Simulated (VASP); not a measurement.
# ZrB (Fm-3m) in VASP: a series of runs, part 2 of 2

VASP 6.6.1. The steps go on from the part before.

**4. Single point, r2SCAN**

This run uses another cell than the first one, of 12.32 Å³/atom, 1.043 times its volume.

POSCAR reads:

```
ZrB
1.0
    0.0000000000      2.3093955030      2.3093955030
    2.3093955030      0.0000000000      2.3093955030
    2.3093955030      2.3093955030      0.0000000000
Zr B
1 1
Direct
    0.0000000000      0.0000000000      0.0000000000
    0.5000000000      0.5000000000      0.5000000000
```

INCAR.step1 reads:

```
SYSTEM = ZrB
PREC     = Accurate       ! precision mode
ENCUT    = 520            ! plane-wave cutoff, eV
ISMEAR   = -1             ! smearing method
SIGMA    = 0.1            ! smearing width, eV
LREAL    = .False.        ! projectors in reciprocal space
LASPH    = .True.         ! aspherical terms in the spheres
NELM     = 60             ! most SCF steps
NBANDS   = 14             ! bands
GGA      = PE             ! functional
ALGO     = Normal         ! electronic algorithm
EDIFF    = 1E-4           ! SCF threshold, eV
LWAVE    = .True.         ! write WAVECAR
LCHARG   = .False.        ! write CHGCAR
```

INCAR.step2 reads:

```
SYSTEM = ZrB
PREC     = Accurate       ! precision mode
ENCUT    = 520            ! plane-wave cutoff, eV
EDIFF    = 1E-7           ! SCF threshold, eV
ISMEAR   = -1             ! smearing method
SIGMA    = 0.1            ! smearing width, eV
LREAL    = .False.        ! projectors in reciprocal space
LASPH    = .True.         ! aspherical terms in the spheres
NELM     = 60             ! most SCF steps
ALGO     = Normal         ! electronic algorithm
ISIF     = 2              ! what is computed and relaxed
LWAVE    = .False.        ! write WAVECAR
LCHARG   = .False.        ! write CHGCAR
METAGGA  = R2SCAN         ! meta-GGA
LMIXTAU  = .True.       
NBANDS   = 14             ! bands
ISTART   = 1
```

KPOINTS reads:

```
Automatic mesh
0
Gamma
  9 9 9
  0 0 0
```

Potentials or basis: VASP PAW PBE potentials, release 64 (Zr_sv, B).

On the command line:

```bash
> cat potpaw_PBE.64/Zr_sv/POTCAR potpaw_PBE.64/B/POTCAR > POTCAR
> cp INCAR.step1 INCAR
> mpirun -np 1 vasp_std > vasp.out
> cp INCAR.step2 INCAR
> mpirun -np 1 vasp_std > vasp.out
```

OUTCAR:

```text
SYSTEM = ZrB
   PREC = Accurate
   ENCUT = 520
   EDIFF = 1E-7
   ISMEAR = -1
   LREAL = .False.
   LASPH = .True.
   NELM = 60
   ISIF = 2
   METAGGA = R2SCAN
   ISTART = 1

 ion  position               nearest neighbor table
   1  0.000  0.000  0.000-   2 2.31   2 2.31   2 2.31   2 2.31   2 2.31   2 2.31
   2  0.500  0.500  0.500-   1 2.31   1 2.31   1 2.31   1 2.31   1 2.31   1 2.31

  LATTYP: Found a face centered cubic cell.
 ALAT       =     4.6187910060

  Lattice vectors:

 A1 = (   0.0000000000,   2.3093955030,   2.3093955030)
 A2 = (   2.3093955030,   0.0000000000,   2.3093955030)
 A3 = (   2.3093955030,   2.3093955030,   0.0000000000)

Analysis of symmetry for initial positions (statically):
=====================================================================
 Subroutine PRICEL returns:
 Original cell was already a primitive cell.

 Routine SETGRP: Setting up the symmetry group for a
 face centered cubic supercell.

 Subroutine GETGRP returns: Found 48 space group operations
 (whereof 48 operations were pure point group operations)
 out of a pool of 48 trial point group operations.

The static configuration has the point symmetry O_h .

[... 167 lines left out ...]
  band No.  band energies     occupation
      1     -39.0962      2.00000
      2     -16.1092      2.00000
      3     -16.1092      2.00000
      4     -16.1092      2.00000
      5       0.2731      2.00000
      6      11.4195      0.00000
      7      11.4195      0.00000
      8      11.4195      0.00000
      9      13.1732      0.00000
     10      13.1732      0.00000
     11      13.2760      0.00000
     12      13.2760      0.00000
     13      13.2760      0.00000
     14      20.9161      0.00000
[... 377 lines left out ...]
      1     -38.9115      2.00000
      2     -17.0485      2.00000
      3     -16.4689      2.00000
      4     -16.4689      2.00000
      5       2.1906      2.00000
      6       8.1529      1.99996
      7       8.6232      1.99542
      8      11.8366      0.00000
      9      11.8366      0.00000
     10      14.9711      0.00000
     11      16.8731      0.00000
     12      16.8731      0.00000
     13      21.1822      0.00000
     14      23.7494      0.00000

 [... further k-points ...]
[... 5 lines left out ...]
  --------------------------------------------------------------------------------------
  -------------------------------------------------------------------------------------
  Total        6.6095841      6.6095841      6.6095841      0.0000000      0.0000000     -0.0000000
  in kB      429.8924042    429.8924042    429.8924042      0.0000000      0.0000000     -0.0000000
  external PRESSURE =     429.8924042 kB  Pullay stress =       0.0000000 kB

 VOLUME and BASIS-vectors are now :
 -----------------------------------------------------------------------------
  energy-cutoff  :      520.00
  volume of cell :       24.63
      direct lattice vectors                 reciprocal lattice vectors
     0.000000000  2.309395503  2.309395503    -0.216506873  0.216506873  0.216506873
     2.309395503  0.000000000  2.309395503     0.216506873 -0.216506873  0.216506873
     2.309395503  2.309395503  0.000000000     0.216506873  0.216506873 -0.216506873

 POSITION                                       TOTAL-FORCE (eV/Angst)
 -----------------------------------------------------------------------------------
      0.00000      0.00000      0.00000        -0.000000     -0.000000     -0.000000
      2.30940      2.30940      2.30940         0.000000      0.000000      0.000000
 -----------------------------------------------------------------------------------
    total drift:                                0.000000     -0.000000     -0.000000

  FREE ENERGIE OF THE ION-ELECTRON SYSTEM (eV)
  ---------------------------------------------------
  free  energy   TOTEN  =       -30.4192874205 eV

  energy  without entropy=      -30.3880225958  energy(sigma->0) =      -30.40365501
```

OSZICAR.step1:

```text
N       E                     dE             d eps       ncg     rms          rms(c)
DAV:   1     0.995732313726E+02    0.99573E+02   -0.80113E+03   980   0.105E+03
DAV:   2    -0.132512737005E+02   -0.11282E+03   -0.10737E+03  1196   0.290E+02
DAV:   3    -0.170897376165E+02   -0.38385E+01   -0.38083E+01  1398   0.468E+01
DAV:   4    -0.172016658295E+02   -0.11193E+00   -0.11191E+00  1232   0.707E+00
DAV:   5    -0.172033358331E+02   -0.16700E-02   -0.16700E-02  1418   0.732E-01    0.244E+01
DAV:   6    -0.154889468775E+02    0.17144E+01   -0.24192E+00  1180   0.142E+01    0.933E+00
DAV:   7    -0.154755362065E+02    0.13411E-01   -0.29120E-01  1392   0.392E+00    0.380E+00
DAV:   8    -0.154812860007E+02   -0.57498E-02   -0.26842E-02  1192   0.157E+00    0.447E-01
DAV:   9    -0.154808795360E+02    0.40646E-03   -0.16736E-03  1106   0.272E-01    0.133E-01
DAV:  10    -0.154809685467E+02   -0.89011E-04   -0.21249E-04   924   0.173E-01
   1 F= -.15480969E+02 E0= -.15464181E+02  d E =-.335743E-01
```

Wall time 19 s (1 thread of Intel Xeon 6975P-C (Granite Rapids), shared host); peak memory 0.15 GiB.

What came out:

- Free energy: -30.4193 eV
- Pressure: 43.0 GPa

Caveat: the PAW data sets were made with another functional, which shifts forces and pressure a little.

**5. Single point, r2SCAN**

This run uses another cell than the first one, of 12.57 Å³/atom, 1.064 times its volume.

POSCAR reads:

```
ZrB
1.0
    0.0000000000      2.3250000000      2.3250000000
    2.3250000000      0.0000000000      2.3250000000
    2.3250000000      2.3250000000      0.0000000000
Zr B
1 1
Direct
    0.0000000000      0.0000000000      0.0000000000
    0.5000000000      0.5000000000      0.5000000000
```

INCAR.step1 reads:

```
PREC = Accurate
ENCUT = 520
ISMEAR = -1
SIGMA = 0.1
LREAL = F
LASPH = T
NELM = 80
NBANDS = 14
GGA = PE
ALGO = Normal
EDIFF = 1E-4
LWAVE = T
LCHARG = F
```

INCAR.step2 reads:

```
PREC = Accurate
ENCUT = 520
EDIFF = 1E-6
ISMEAR = -1
SIGMA = 0.1
LREAL = F
LASPH = T
NELM = 80
ALGO = Normal
ISIF = 2
LWAVE = F
LCHARG = T
METAGGA = R2SCAN
LMIXTAU = T
LELF = T
LVHAR = T
NBANDS = 14
ISTART = 1
```

KPOINTS reads:

```
regular mesh
0
Gamma
  9 9 9
```

On the command line:

```bash
> cat potpaw_PBE.64/Zr_sv/POTCAR potpaw_PBE.64/B/POTCAR > POTCAR
> cp INCAR.step1 INCAR
> mpirun -np 1 vasp_std > vasp.out
> cp INCAR.step2 INCAR
> mpirun -np 1 vasp_std > vasp.out
```

It took 18 s on 1 thread of Intel Xeon 6975P-C (Granite Rapids), shared host; peak memory 0.15 GiB.

It converged, with:

* Free energy: -30.5446 eV
* Pressure: 36.9 GPa

Levels at points of the mesh, in eV from the Fermi level:
```
           k point  band 5  band 6  band 7  band 8  band 9  band 10  band 11  band 12
(0.00, 0.00, 0.00)   -8.93    2.17    2.17    2.17    3.87     3.87     3.99     3.99
```

Caveat: the PAW data sets were made with another functional, which shifts forces and pressure a little.

**6. Summary**

| cell | gap on the mesh (eV) | pressure (GPa) |
| --- | --- | --- |
| a = 3.221 Å, angles 60.0°, 2 atoms | none | 56.9 |
| a = 3.244 Å, angles 60.0°, 2 atoms | none | 49.7 |
| a = 3.266 Å, angles 60.0°, 2 atoms | none | 43.0 |
| a = 3.288 Å, angles 60.0°, 2 atoms | none | 36.9 |

Alike in all rows: task single point; level r2SCAN; potentials or basis VASP PAW PBE potentials, release 64 (Zr_sv, B); no spin polarisation; k mesh 9 × 9 × 9; cutoff (eV) 520; smearing fermi-dirac 0.1 eV.

Caveats: the PAW data sets were made with another functional, which shifts forces and pressure a little.

Absolute energies hang on the potentials; compare differences alone.
